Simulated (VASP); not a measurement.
# ZnCu (Pm-3m) in VASP: further runs

ZnCu is run at these levels: PBE; tasks: single point.

All numbers are computed with VASP 6.6.1; they aren't measurements. Logs are shortened: lines on timing, memory, paths and dates and some standing lists are left out, and cuts for length are marked.

### 1 The cell of the first run

The structure is cubic, space group Pm-3m (No. 221). Conventional cell: a = 2.985 Å, b = 2.985 Å, c = 2.985 Å, α = 90.00°, β = 90.00°, γ = 90.00°. Within 3.4 Å of Zn (site symmetry m-3m) lie 8 Cu at 2.58 Å and 6 Zn at 2.98 Å. Cu (site symmetry m-3m) has 8 Zn at 2.58 Å and 6 Cu at 2.98 Å within 3.4 Å.

### 2 Single point, PBE (13.30 Å³/atom)

The input, INCAR:

```
PREC = Accurate ; ENCUT = 520
EDIFF = 1E-6 ; ISMEAR = 0
SIGMA = 0.05 ; LREAL = False
LASPH = True ; NELM = 60
ALGO = Fast ; ISIF = 2
LWAVE = False ; LCHARG = False
GGA = PE ; NBANDS = 18
```

The input, KPOINTS:

```
regular mesh
0
Gamma
  12 12 12
```

The input, POSCAR:

```
ZnCu
1.0
    2.9848638095      0.0000000000      0.0000000000
    0.0000000000      2.9848638095      0.0000000000
    0.0000000000      0.0000000000      2.9848638095
Zn Cu
1 1
Direct
    0.5000000000      0.5000000000      0.5000000000
    0.0000000000      0.0000000000      0.0000000000
```

Potentials or basis: VASP PAW PBE potentials, release 64 (Zn, Cu).

Launch:

```
$ cat potpaw_PBE.64/Zn/POTCAR potpaw_PBE.64/Cu/POTCAR > POTCAR
$ mpirun -np 1 vasp_std > vasp.out
```

OUTCAR:

```text
PREC = Accurate
   ENCUT = 520
   EDIFF = 1E-6
   ISMEAR = 0
   LREAL = False
   LASPH = True
   NELM = 60
   ISIF = 2
   GGA = PE

 ion  position               nearest neighbor table
   1  0.500  0.500  0.500-   2 2.58   2 2.58   2 2.58   2 2.58   2 2.58   2 2.58   2 2.58   2 2.58

   2  0.000  0.000  0.000-   1 2.58   1 2.58   1 2.58   1 2.58   1 2.58   1 2.58   1 2.58   1 2.58

  LATTYP: Found a simple cubic cell.
 ALAT       =     2.9848638095

  Lattice vectors:

 A1 = (   2.9848638095,   0.0000000000,   0.0000000000)
 A2 = (   0.0000000000,   2.9848638095,   0.0000000000)
 A3 = (   0.0000000000,   0.0000000000,   2.9848638095)

Analysis of symmetry for initial positions (statically):
=====================================================================
 Subroutine PRICEL returns:
 Original cell was already a primitive cell.

 Routine SETGRP: Setting up the symmetry group for a
 simple cubic supercell.

 Subroutine GETGRP returns: Found 48 space group operations
 (whereof 48 operations were pure point group operations)
 out of a pool of 48 trial point group operations.

The static configuration has the point symmetry O_h .

Analysis of symmetry for dynamics (positions and initial velocities):
=====================================================================
 Subroutine PRICEL returns:
 Original cell was already a primitive cell.

 Routine SETGRP: Setting up the symmetry group for a
 simple cubic supercell.

 Subroutine GETGRP returns: Found 48 space group operations
 (whereof 48 operations were pure point group operations)
 out of a pool of 48 trial point group operations.

The dynamic configuration has the point symmetry O_h .

 Subroutine INISYM returns: Found 48 space group operations
 (whereof 48 operations are pure point group operations),
 and found     1 'primitive' translations

----------------------------------------------------------------------------------------

                                     Primitive cell

  volume of cell :      26.5934

  direct lattice vectors                    reciprocal lattice vectors
     2.984863810  0.000000000  0.000000000     0.335023661  0.000000000  0.000000000
     0.000000000  2.984863810  0.000000000     0.000000000  0.335023661  0.000000000
     0.000000000  0.000000000  2.984863810     0.000000000  0.000000000  0.335023661

  length of vectors
     2.984863810  2.984863810  2.984863810     0.335023661  0.335023661  0.335023661

  position of ions in fractional coordinates (direct lattice)
     0.500000000  0.500000000  0.500000000
     0.000000000  0.000000000  0.000000000

  ion indices of the primitive-cell ions
   primitive index   ion index
                 1           1
                 2           2

----------------------------------------------------------------------------------------

 KPOINTS: regular mesh

Automatic generation of k-mesh.
 Grid dimensions read from file:
 generate k-points for:   12   12   12

 Generating k-lattice:

  Cartesian coordinates                     Fractional coordinates (reciprocal lattice)
     0.027918638  0.000000000  0.000000000     0.083333333  0.000000000  0.000000000
     0.000000000  0.027918638  0.000000000     0.000000000  0.083333333  0.000000000
     0.000000000  0.000000000  0.027918638     0.000000000  0.000000000  0.083333333

  Length of vectors
     0.027918638  0.027918638  0.027918638

  Shift w.r.t. Gamma in fractional coordinates (k-lattice)
     0.000000000  0.000000000  0.000000000

 Subroutine IBZKPT returns following result:
 ===========================================

 Found     84 irreducible k-points:

 Following reciprocal coordinates:
            Coordinates               Weight
  0.000000  0.000000  0.000000      1.000000
  0.083333  0.000000  0.000000      6.000000
  0.166667  0.000000  0.000000      6.000000
  0.250000  0.000000  0.000000      6.000000
  0.333333  0.000000  0.000000      6.000000
  0.416667  0.000000  0.000000      6.000000
[... 16 lines left out ...]
  0.333333  0.333333  0.000000     12.000000
  0.416667  0.333333  0.000000     24.000000
 [... further k-points ...]
   k-points           NKPTS =     84   k-points in BZ     NKDIM =     84   number of bands    NBANDS=     18
   number of dos      NEDOS =    301   number of ions     NIONS =      2
   total plane-waves  NPLWV =  13824
   dimension x,y,z NGX =    24 NGY =   24 NGZ =   24
   dimension x,y,z NGXF=    48 NGYF=   48 NGZF=   48
   ions per type =               1   1
   NGX,Y,Z   is equivalent  to a cutoff of  13.37, 13.37, 13.37 a.u.
   NGXF,Y,Z  is equivalent  to a cutoff of  26.73, 26.73, 26.73 a.u.
 SYSTEM =  unknown system
   PREC   = accura    normal or accurate (medium, high low for compatibility)
   ISTART =      0    job   : 0-new  1-cont  2-samecut
   ICHARG =      2    charge: 1-file 2-atom 10-const
   ISPIN  =      1    spin polarized calculation?
   LNONCOLLINEAR =      F non collinear calculations
   LSORBIT =      F    spin-orbit coupling
   LASPH  =      T    aspherical Exc in radial PAW
   ENCUT  =  520.0 eV  38.22 Ry    6.18 a.u.   5.55  5.55  5.55*2*pi/ulx,y,z
   NELM   =     60;   NELMIN=  2; NELMDL= -5     # of ELM steps
   EDIFF  = 0.1E-05   stopping-criterion for ELM
   LREAL  =      F    real-space projection
   EDIFFG = 0.1E-04   stopping-criterion for IOM
   NSW    =      0    number of steps for IOM
   IBRION =     -1    ionic relax: 0-MD 1-quasi-New 2-CG
   NFREE  =      0    steps in history (QN), initial steepest desc. (CG)
   ISIF   =      2    stress and relaxation
   ISYM   =      2    0-nonsym 1-usesym 2-fastsym
   POTIM  = 0.5000    time-step for ionic-motion
   TEBEG  =    0.0;   TEEND  =   0.0 temperature during run
   PSTRESS=    0.0 pullay stress
   NELECT =      23.0000    total number of electrons
   NUPDOWN=      -1.0000    fix difference up-down
   EMIN   =  10.00;   EMAX   =-10.00  energy-range for DOS
   EFERMI =   0.00;   METHOD = LEGACY
   ISMEAR =     0;   SIGMA  =   0.05  broadening in eV -4-tet -1-fermi 0-gaus
   EFERMI_NEDOS =   21; number of points for ismear=-14 and -15
   IALGO  =     68    algorithm
   IMIX   =      4    mixing-type and parameters
     AMIX     =   0.40;   BMIX     =  1.00
     AMIX_MAG =   1.60;   BMIX_MAG =  1.00
  volume/ion in A,a.u.               =      13.30        89.73
  Fermi-wavevector in a.u.,A,eV,Ry     =   1.559767  2.947531 33.101227  2.432872
  Thomas-Fermi vector in A             =   2.663077
   LORBIT       =      0    0 simple, 1 ext, 2 COOP (PROOUT), +10 PAW based schemes
   GGA     = PE    functional components
   LHFCALC =     F    Hartree Fock is set to
   AEXX    =    0.0000 exact exchange contribution
   IVDW    =     0    specifies the selected vdW correction
   LEPSILON=     F    determine dielectric tensor
   LRPA    =     F    only Hartree local field effects (RPA)
 non-spin polarized calculation
 RMM-DIIS sequential band-by-band and
 Gauss-broadening in eV      SIGMA  =   0.05
  energy-cutoff  :      520.00
  volume of cell :       26.59
 maximum number of plane-waves:       739
 NGX is ok and might be reduce to    24
   NGX = 11   NGY = 11   NGZ = 11

 number of electron      23.0000040 magnetization

 Free energy of the ion-electron system (eV)
  ---------------------------------------------------
  ext. energy  EPLUGINS =         0.00000000
  ---------------------------------------------------
  free energy    TOTEN  =        -5.00888948 eV

  energy without entropy =       -5.00806011  energy(sigma->0) =       -5.00847479

 E-fermi :   5.0629     XC(G=0): -12.1774

 val. band max:        5.0461469130   @ k =   0.5000   0.3333   0.3333
 cond. band min:       5.1888961166   @ k =   0.3333   0.3333   0.0000
 fundamental gap:      0.1427492036
 Fermi energy:         5.0629151863

 k-point     1 :       0.0000    0.0000    0.0000
  band No.  band energies     occupation
      1      -4.8658      2.00000
      2      -2.5539      2.00000
      3      -2.5539      2.00000
      4      -1.9218      2.00000
      5      -1.9218      2.00000
      6      -1.9218      2.00000
[... 10 lines left out ...]
     17      16.8106      0.00000
     18      28.2128      0.00000

 k-point     2 :       0.0833    0.0000    0.0000
  band No.  band energies     occupation
      1      -4.7437      2.00000
      2      -2.5412      2.00000
      3      -2.5288      2.00000
      4      -1.9322      2.00000
      5      -1.9322      2.00000
      6      -1.9170      2.00000
[... 10 lines left out ...]
     17      17.8285      0.00000
     18      26.9873      0.00000

 k-point     3 :       0.1667    0.0000    0.0000
  band No.  band energies     occupation
      1      -4.3830      2.00000
      2      -2.5061      2.00000
      3      -2.4555      2.00000
      4      -1.9606      2.00000
      5      -1.9606      2.00000
      6      -1.9037      2.00000
[... 10 lines left out ...]
     17      20.4806      0.00000
     18      24.8929      0.00000

 k-point     4 :       0.2500    0.0000    0.0000
  band No.  band energies     occupation
      1      -3.8089      2.00000
      2      -2.4574      2.00000
      3      -2.3322      2.00000
      4      -1.9991      2.00000
      5      -1.9991      2.00000
      6      -1.8854      2.00000
[... 10 lines left out ...]
     17      22.5830      0.00000
     18      22.6139      0.00000

 k-point     5 :       0.3333    0.0000    0.0000
  band No.  band energies     occupation
      1      -3.1214      2.00000
      2      -2.4078      2.00000
      3      -2.0978      2.00000
      4      -2.0373      2.00000
      5      -2.0373      2.00000
      6      -1.8670      2.00000
[... 10 lines left out ...]
     17      20.5170      0.00000
     18      20.5257      0.00000

 k-point     6 :       0.4167    0.0000    0.0000
  band No.  band energies     occupation
      1      -2.6600      2.00000
      2      -2.3710      2.00000
      3      -2.0652      2.00000
      4      -2.0652      2.00000
      5      -1.8535      2.00000
      6      -1.4813      2.00000
[... 10 lines left out ...]
     17      18.6224      0.00000
     18      18.6238      0.00000

 k-point     7 :       0.5000    0.0000    0.0000
  band No.  band energies     occupation
      1      -2.5505      2.00000
      2      -2.3573      2.00000
      3      -2.0753      2.00000
      4      -2.0753      2.00000
      5      -1.8485      2.00000
      6      -0.7348      2.00000
[... 10 lines left out ...]
     17      18.3600      0.00000
     18      19.0393      0.00000

 k-point     8 :       0.0833    0.0833    0.0000
  band No.  band energies     occupation
      1      -4.6224      2.00000
      2      -2.5231      2.00000
      3      -2.5096      2.00000
      4      -1.9427      2.00000
      5      -1.9367      2.00000
      6      -1.9195      2.00000
[... 10 lines left out ...]
     17      18.1297      0.00000
     18      24.7979      0.00000
[... 229 lines left out ...]
     17      22.5570      0.00000
     18      22.8727      0.00000

 k-point    20 :       0.3333    0.2500    0.0000
  band No.  band energies     occupation
      1      -2.6714      2.00000
      2      -2.3943      2.00000
      3      -2.0909      2.00000
      4      -2.0721      2.00000
      5      -1.9944      2.00000
      6      -1.3980      2.00000
[... 10 lines left out ...]
     17      21.1464      0.00000
     18      21.8326      0.00000

 k-point    21 :       0.4167    0.2500    0.0000
  band No.  band energies     occupation
      1      -2.5394      2.00000
      2      -2.4178      2.00000
      3      -2.1040      2.00000
      4      -2.0460      2.00000
      5      -2.0061      2.00000
      6      -0.5556      2.00000
[... 10 lines left out ...]
     17      19.4956      0.00000
     18      20.7043      0.00000

 k-point    22 :       0.5000    0.2500    0.0000
  band No.  band energies     occupation
      1      -2.5002      2.00000
      2      -2.4325      2.00000
      3      -2.1162      2.00000
      4      -2.0312      2.00000
      5      -2.0097      2.00000
      6       0.2437      2.00000
[... 10 lines left out ...]
     17      19.3191      0.00000
     18      19.9035      0.00000

 k-point    23 :       0.3333    0.3333    0.0000
  band No.  band energies     occupation
      1      -2.6197      2.00000
      2      -2.4268      2.00000
      3      -2.0959      2.00000
      4      -2.0490      2.00000
      5      -1.9440      2.00000
      6      -0.7862      2.00000
[... 10 lines left out ...]
     17      20.9872      0.00000
     18      21.4753      0.00000

 k-point    24 :       0.4167    0.3333    0.0000
  band No.  band energies     occupation
      1      -2.6261      2.00000
      2      -2.4325      2.00000
      3      -2.1239      2.00000
      4      -2.0774      2.00000
      5      -1.8599      2.00000
      6      -0.0326      2.00000
[... 10 lines left out ...]
     17      19.9938      0.00000
     18      20.7790      0.00000

 [... further k-points ...]
[... 5 lines left out ...]
  --------------------------------------------------------------------------------------
  -------------------------------------------------------------------------------------
  Total       -0.2223116     -0.2223116     -0.2223116      0.0000000     -0.0000000      0.0000000
  in kB      -13.3936581    -13.3936581    -13.3936581      0.0000000     -0.0000000      0.0000000
  external PRESSURE =     -13.3936581 kB  Pullay stress =       0.0000000 kB

 VOLUME and BASIS-vectors are now :
 -----------------------------------------------------------------------------
  energy-cutoff  :      520.00
  volume of cell :       26.59
      direct lattice vectors                 reciprocal lattice vectors
     2.984863810  0.000000000  0.000000000     0.335023661  0.000000000  0.000000000
     0.000000000  2.984863810  0.000000000     0.000000000  0.335023661  0.000000000
     0.000000000  0.000000000  2.984863810     0.000000000  0.000000000  0.335023661

 POSITION                                       TOTAL-FORCE (eV/Angst)
 -----------------------------------------------------------------------------------
      1.49243      1.49243      1.49243         0.000000      0.000000      0.000000
      0.00000      0.00000      0.00000         0.000000      0.000000      0.000000
 -----------------------------------------------------------------------------------
    total drift:                                0.000000      0.000000     -0.000000

  FREE ENERGIE OF THE ION-ELECTRON SYSTEM (eV)
  ---------------------------------------------------
  free  energy   TOTEN  =        -5.0088894784 eV

  energy  without entropy=       -5.0080601090  energy(sigma->0) =       -5.00847479
```

Wall time 21 s (1 thread of Intel Xeon Platinum 8375C at 2.90GHz (Ice Lake), shared host); peak memory 0.16 GiB.

What came out:

```yaml
Free_energy: -5.0089 eV
Pressure: -1.3 GPa
Band_gap_on_the_k_mesh: zero (an odd number of electrons rules out a gap without spin polarisation)
```

### 3 Single point, PBE (13.56 Å³/atom)

This run uses another cell than the first one, of 13.56 Å³/atom.

The input, INCAR:

```
ALGO = Fast
EDIFF = 1E-6
ENCUT = 520
GGA = PE
ISIF = 2
ISMEAR = 0
LASPH = True
LCHARG = True
LELF = True
LREAL = False
LVHAR = True
LWAVE = False
NBANDS = 18
NELM = 80
PREC = Accurate
SIGMA = 0.05
```

The input, KPOINTS:

```
k-points
0
Gamma
  12 12 12
```

The input, POSCAR:

```
ZnCu
1.0
    3.0042465852      0.0000000000      0.0000000000
    0.0000000000      3.0042465852      0.0000000000
    0.0000000000      0.0000000000      3.0042465852
Zn Cu
1 1
Direct
    0.5000000000      0.5000000000      0.5000000000
    0.0000000000      0.0000000000      0.0000000000
```

Potentials or basis: VASP PAW PBE potentials, release 64 (Zn, Cu).

Launch:

```
$ cat potpaw_PBE.64/Zn/POTCAR potpaw_PBE.64/Cu/POTCAR > POTCAR
$ mpirun -np 1 vasp_std > vasp.out
```

It took 22 s on 1 thread of Intel Xeon Platinum 8375C at 2.90GHz (Ice Lake), shared host; peak memory 0.16 GiB.

The run converged. Its results:

```
Free energy            : -5.0004 eV
Pressure               : -3.1 GPa
Band gap on the k mesh : zero (an odd number of electrons rules out a gap without spin polarisation)
```

Levels at points of the mesh, in eV from the Fermi level:
```
           k point  band 9  band 10  band 11  band 12  band 13  band 14  band 15  band 16
(0.00, 0.00, 0.00)   -2.53    -2.53    -2.53     6.13     6.13     6.13    10.99    10.99
(0.50, 0.00, 0.00)   -3.01    -3.01    -2.58    -1.85    11.31    11.31    11.96    11.96
(0.50, 0.50, 0.00)   -2.67    -2.30    -1.60    -1.60     1.61     1.99    13.41    15.14
(0.50, 0.50, 0.50)   -2.29    -2.29     3.54     4.31     4.31     4.31     4.44     4.44
```

Caveat: the cell stands under tension.

(Continued in part 2 of 2.)
